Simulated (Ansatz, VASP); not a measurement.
## W in VASP and in Ansatz

Contents of INCAR:

```
PREC = Accurate
ENCUT = 520
EDIFF = 1E-7
ISMEAR = -1
SIGMA = 0.1
LREAL = F
LASPH = T
NELM = 60
ALGO = Normal
ISIF = 2
LWAVE = F
LCHARG = F
GGA = PE
NBANDS = 13
```

Contents of KPOINTS:

```
regular mesh
0
Gamma
  18 18 18
```

POSCAR

```
W
1.0
    0.0000000000      1.8584118766      1.8584118766
    1.8584118766      0.0000000000      1.8584118766
    1.8584118766      1.8584118766      0.0000000000
W
1
Direct
    0.0000000000      0.0000000000      0.0000000000
```

Input for Ansatz:

```yaml
crystal:
  lattice:
    - [0.0, 1.8584118766, 1.8584118766]
    - [1.8584118766, 0.0, 1.8584118766]
    - [1.8584118766, 1.8584118766, 0.0]
  atoms:
    - { symbol: W, position: [0.0, 0.0, 0.0] }
kpoints:
  mp_grid: { grid: [18, 18, 18] }
scf:
  occupations: { method: fermi_dirac, width: 0.1 }
hamiltonian:
  xc: pbe
  pseudopotentials: { kind: paw }
output:
  forces: true
  stress: true
  eigenvalues: true
  populations: true
  write_density: true
  write_potential: true
  elf: true
  volumetric_format: npy
```

Change from the starting cell: volume scaled by 0.78, PAW files.

Alike in both runs: task single point; functional PBE; k mesh 18 × 18 × 18; occupations fermi-dirac, width 0.1 eV; no spin polarisation.

|  | VASP | Ansatz |
| --- | --- | --- |
| version | VASP 6.6.1 | Ansatz 0.2.0 |
| potentials or method | VASP PAW PBE potentials, release 64 (W_sv) | PAW with Ansatz's default frozen-core files, scalar-relativistic |
| plane-wave cutoff (eV) | 520 | 420 |
| valence electrons in the cell | 14 | 14 |

|  | VASP | Ansatz | Ansatz less VASP |
| --- | --- | --- | --- |
| pressure (GPa) | 116.4 | 113.6 | -2.78 |

Both programs put the cell under a high pressure, so it lies far from rest at this level.

Neither program's run includes spin-orbit coupling. Noted on VASP's run: the cell as given lies far from equilibrium.
